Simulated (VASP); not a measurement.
# TaN: single point with PBEsol

Crystal: TaN.

```
Ta N
1.0
     3.14150    0.00000    0.00000
    -1.57075    2.72062    0.00000
     0.00000    0.00000    5.08820
Ta N
2 2
Direct
  0.33333 0.66667 0.00000
  0.66667 0.33333 0.50000
  0.33333 0.66667 0.38500
  0.66667 0.33333 0.88500
```

This cell differs from its parent crystal: strain +0.030 along x and y, +0.030 along z.

| Item | Value |
| --- | --- |
| Program | VASP 6.6.1 |
| Task | single point |
| Functional | PBEsol |
| Potentials or basis | VASP PAW PBE potentials, release 64 (Ta_pv, N) |
| Cutoff | 520 eV |
| k mesh | 18 × 18 × 10 |
| Occupations | gaussian, width 0.15 eV |
| Spin | no spin polarisation |

* Pressure: 73.9 GPa
* Largest force: 2.061 eV/Å
* Band gap on the k mesh: zero (bands 16 and 17 overlap by 2.57 eV)

Forces on the atoms (eV/Å):
```
Ta   0.000  0.000  2.061
Ta   0.000  0.000  2.061
N    0.000  0.000 -2.061
N    0.000  0.000 -2.061
```

Stress tensor (GPa, compression positive):
```
79.45  0.00  0.00
 0.00 79.45  0.00
 0.00  0.00 62.68
```

Levels at points of the mesh, in eV from the Fermi level:
| k point | band 12 | band 13 | band 14 | band 15 | band 16 | band 17 | band 18 | band 19 | band 20 | band 21 |
| --- | --- | --- | --- | --- | --- | --- | --- | --- | --- | --- |
| (0.00, 0.00, 0.00) | -7.39 | -7.32 | -7.32 | -0.70 | -0.70 | -0.47 | 1.94 | 2.42 | 2.42 | 4.44 |
| (0.50, 0.00, 0.00) | -6.01 | -6.00 | -5.05 | -2.31 | -0.95 | 0.37 | 1.28 | 1.80 | 3.37 | 3.90 |
| (0.00, 0.00, 0.50) | -7.82 | -7.82 | -7.82 | 1.11 | 1.11 | 1.11 | 1.11 | 1.74 | 1.74 | 6.13 |
| (0.50, 0.00, 0.50) | -6.23 | -6.13 | -6.13 | -0.47 | -0.47 | 1.90 | 1.90 | 2.04 | 2.04 | 4.49 |

Run time: 2.4 min on 1 thread of AMD EPYC 7R13 Processor (Zen 3), on a shared host, peak memory 0.28 GiB.

Caveat: the cell differs from its parent crystal (strain +0.030 along x and y, +0.030 along z); the stress differs along the axes, from 63 to 79 GPa; the PAW data sets were made with another functional, which shifts forces and pressure a little; spin-orbit coupling is left out, which moves the levels of the heavy elements.
